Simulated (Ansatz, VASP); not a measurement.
# Two plane-wave programs on AlRu

```
CELL_PARAMETERS angstrom
2.98250 0.00000 0.00000
0.00000 2.98250 0.00000
0.00000 0.00000 2.98250
ATOMIC_POSITIONS crystal
Al 0.00000 0.00000 0.00000
Ru 0.50000 0.50000 0.50000
```

Alike in both runs: task single point; functional PBE; k mesh 6 × 6 × 6; occupations gaussian, width 0.1 eV; no spin polarisation; Hubbard terms Ru d U = 0.73 eV.

```csv
,VASP,Ansatz
version,VASP 6.6.1,Ansatz 0.2.0
potentials or method,"VASP PAW PBE potentials, release 64 (Al, Ru_pv), cutoff 520 eV","scalar-relativistic, plane waves, PAW"
valence electrons in the cell,17,19
```

```tsv
	VASP	Ansatz	Ansatz less VASP
gap on the k mesh at the Fermi level (eV)	none	none	-
pressure (GPa)	3.9	3.9	-0.03
```

The programs project onto different local orbitals, so the same U acts differently, and such runs can settle in different states. A gap of «none» marks a metal or a gap that the smearing closes. VASP's potentials hold 17 valence electrons a cell and Ansatz's 19, so a difference there can come from the potentials and not from the codes. Ansatz's warnings: filled band counts differ across k points.
